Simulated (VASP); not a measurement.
A run of VASP 6.6.1 is set up as follows.

INCAR

```
SYSTEM = Mo
PREC = Accurate
ENCUT = 520
EDIFF = 1E-6
ISMEAR = -1
SIGMA = 0.1
LREAL = .FALSE.
LASPH = .TRUE.
NELM = 100
ALGO = Normal
ISIF = 2
LWAVE = .FALSE.
LCHARG = .FALSE.
LDIPOL = .TRUE.
IDIPOL = 3
DIPOL = 0.5 0.5 0.500
GGA = PE
NBANDS = 51
```

Contents of KPOINTS:

```
regular mesh
0
G
  10 10 1
  0 0 0
```

Contents of POSCAR:

```
Mo
1.0
    4.4701026973      0.0000000000      0.0000000000
   -2.2350513487      3.8712224934      0.0000000000
    0.0000000000      0.0000000000     20.5623000000
Mo
6
Direct
    0.1666666667      0.3333333333      0.4032903998
    0.5000000000      1.0000000000      0.4389887346
    0.8333333333      0.6666666667      0.4732386205
    0.1666666667      0.3333333333      0.5267613897
    0.5000000000      1.0000000000      0.5610112396
    0.8333333333      0.6666666667      0.5967096153
```

Potentials or basis: VASP PAW PBE potentials, release 64 (Mo_sv).

Command:

```sh
$ cat potpaw_PBE.64/Mo_sv/POTCAR > POTCAR
$ mpirun -np 1 vasp_std > vasp.out
```

(1) Predict the band gap on the k mesh.

(2) What does it give for the largest force?

Results:

(1) zero (band 42 reaches 0.46 eV, above the bottom of band 43 at 0.30 eV).

(2) 0.037 eV/Å.
